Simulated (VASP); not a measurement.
## C: relaxation of cell and atoms with PBEsol

Crystal: C.

```xyz
2
Lattice="-2.1732 2.1732 1.1855 2.1732 -2.1732 1.1855 2.1732 2.1732 -1.1855" Properties=species:S:1:pos:R:3 pbc="T T T"
C     0.0000    0.0000    0.0000
C     0.0000    2.1732    0.5928
```

```json
{
  "Program": "VASP 6.6.1",
  "Task": "relaxation of cell and atoms",
  "Functional": "PBEsol",
  "Potentials or basis": "VASP PAW PBE potentials, release 64 (C)",
  "Cutoff": "600 eV",
  "k mesh": "8 × 8 × 8",
  "Occupations": "gaussian, width 0.1 eV",
  "Spin": "no spin polarisation",
  "Dipole correction": "no",
  "Further INCAR settings": "ALGO = Normal; EDIFF = 1e-06; IBRION = 2; EDIFFG = -0.04; NSW = 90; ISIF = 3"
}
```

```json
{
  "Relaxed volume": "5.58 Å³/atom",
  "Relaxed cell": "a = 2.502 Å, b = 2.502 Å, c = 2.502 Å, α = 119.53°, β = 119.53°, γ = 90.81°",
  "Space group after relaxing (to 0.05 Å)": "I4_1/amd (No. 141)",
  "Energy gained by relaxing": "4544.4 meV/atom",
  "Ionic steps": "32",
  "Pressure after relaxing": "-0.8 GPa",
  "Band gap on the k mesh": "3.64 eV, indirect (least direct gap 5.33 eV)"
}
```

Stress tensor (GPa, compression positive):
```
-0.76  0.00  0.00
 0.00 -0.76  0.00
 0.00  0.00 -0.90
```

The path:
| step | energy change (eV) | largest force (eV/Å) | pressure (GPa) | volume (Å³) |
| --- | --- | --- | --- | --- |
| 1 | 0.0000 | 0.0000 | -48.51 | 22.40 |
| 2 | -3.3628 | 0.0000 | -49.93 | 13.10 |
| 3 | 26.8035 | 0.0000 | 3224.22 | 3.62 |
| 4 | -3.5999 | 0.0000 | -40.47 | 12.34 |
| 5 | -3.8539 | 0.0000 | 30.92 | 9.98 |
| 6 | -3.8931 | 0.0000 | -1.84 | 10.73 |
| 7 | -3.8973 | 0.0000 | 4.98 | 10.55 |
| 8 | -4.2720 | 0.0000 | 34.44 | 10.08 |
| 9 | -5.3334 | 0.0000 | 240.22 | 8.18 |
| 10 | 32.2163 | 0.0000 | 3616.81 | 3.45 |
| 11 | -4.5628 | 0.0000 | 434.44 | 7.20 |
| 12 | -4.5743 | 0.0000 | 435.43 | 7.20 |
| 13 | -4.6059 | 0.0000 | 438.49 | 7.19 |
| 14 | -4.6561 | 0.0000 | 444.91 | 7.17 |
| 15 | -4.7048 | 0.0000 | 459.18 | 7.12 |
| 16 | -4.5638 | 0.0000 | 493.07 | 6.99 |
| 17 | -4.6793 | 0.0000 | 474.32 | 7.06 |
| 18 | -4.7702 | 0.0000 | 466.87 | 7.09 |
| 19 | -5.0351 | 0.0000 | 444.96 | 7.18 |
| 20 | -5.5312 | 0.0000 | 403.47 | 7.36 |
| 21 | -6.3959 | 0.0000 | 329.13 | 7.72 |
| 22 | -7.6703 | 0.0000 | 209.40 | 8.47 |
| 23 | -8.7604 | 0.0000 | 53.16 | 10.09 |
| 24 | -8.7896 | 0.0000 | 35.66 | 10.36 |
| 25 | -8.7916 | 0.0000 | 31.30 | 10.44 |
| 26 | -8.8593 | 0.0000 | 28.74 | 10.49 |
| 27 | -9.0055 | 0.0000 | 21.66 | 10.65 |
| 28 | -9.0630 | 0.0000 | 9.89 | 10.93 |
| 29 | -9.0763 | 0.0000 | 12.81 | 10.85 |
| 30 | -9.0765 | 0.0000 | 13.14 | 10.85 |
| 31 | -9.0839 | 0.0000 | 8.16 | 10.95 |
| 32 | -9.0888 | 0.0000 | -0.81 | 11.15 |

Final structure:
```yaml
crystal:
  lattice:
    - [-1.25975, 1.25975, 1.75651]
    - [1.25975, -1.25975, 1.75651]
    - [1.25975, 1.25975, -1.75651]
  atoms:
    - { symbol: C, position: [0.00000, 0.00000, 0.00000] }
    - { symbol: C, position: [0.75000, 0.25000, 0.50000] }
```

Levels at points of the mesh, in eV from the valence-band top:
```
           k point  band 2  band 3  band 4  band 5  band 6  band 7
(0.00, 0.00, 0.00)   -0.29   -0.29    0.00    5.33    5.43    5.43
(0.50, 0.00, 0.00)  -13.88   -3.21   -2.94    8.17    8.21    8.96
(0.50, 0.50, 0.00)  -13.19   -6.57   -6.57    4.53    4.53   16.91
(0.50, 0.50, 0.50)  -12.96   -6.81   -6.81    4.21    4.21   16.89
```

It took 2.1 min on 1 thread of Intel(R) Xeon(R) Platinum 8488C (Sapphire Rapids) (shared host), peak memory 0.16 GiB.

Caveat: the volume moved by over 15 % at a fixed basis, so the end points are rough; the PAW data sets were made with another functional, which shifts forces and pressure a little. A k mesh can miss the band edges.
